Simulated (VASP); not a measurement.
Crystal: MgTe.

```
Mg Te
1.0
     4.38428    0.00000    0.00000
    -2.19214    3.79690    0.00000
     0.00000    0.00000    6.98125
Mg Te
2 2
Direct
  0.66667 0.33333 0.49626
  0.33333 0.66667 0.99626
  0.33333 0.66667 0.37874
  0.66667 0.33333 0.87874
```

| Quantity | Value |
| --- | --- |
| Program | VASP 6.6.1 |
| Task | relaxation of cell and atoms |
| Functional | PBEsol |
| Potentials or basis | VASP PAW PBE potentials, release 64 (Mg, Te) |
| Cutoff | 600 eV |
| k mesh | 6 × 6 × 4 |
| Occupations | gaussian, width 0.02 eV |
| Spin | no spin polarisation |

At the start: pressure 6.8 GPa; volume 29.05 Å³/atom.

Q: How do energy, volume and symmetry change on relaxing?

A: Over 9 steps the energy falls by 82.5 meV/atom and the volume is 33.39 Å³/atom (+14.9 %); space group P6_3mc (No. 186, to 0.1 Å) before and after.

The path:
```tsv
step	energy change (eV)	largest force (eV/Å)	pressure (GPa)	volume (Å³)
1	0.0000	0.0070	6.79	116.21
2	-0.3101	0.0514	-1.14	138.17
3	-0.3268	0.0450	0.03	133.48
4	-0.3268	0.0456	-0.06	133.84
5	-0.3275	0.0459	-0.07	133.85
6	-0.3290	0.0461	-0.07	133.89
7	-0.3290	0.0425	-0.07	133.95
8	-0.3296	0.0445	-0.07	133.92
9	-0.3301	0.0025	0.02	133.58
```

Final structure:
```yaml
crystal:
  lattice:
    - [4.56280, 0.00000, 0.00000]
    - [-2.28140, 3.95150, 0.00000]
    - [0.00000, 0.00000, 7.40856]
  atoms:
    - { symbol: Mg, position: [0.66667, 0.33333, 0.49897] }
    - { symbol: Mg, position: [0.33333, 0.66667, 0.99897] }
    - { symbol: Te, position: [0.33333, 0.66667, 0.37603] }
    - { symbol: Te, position: [0.66667, 0.33333, 0.87603] }
```

Caveat: the PAW data sets were made with another functional, which shifts forces and pressure a little.
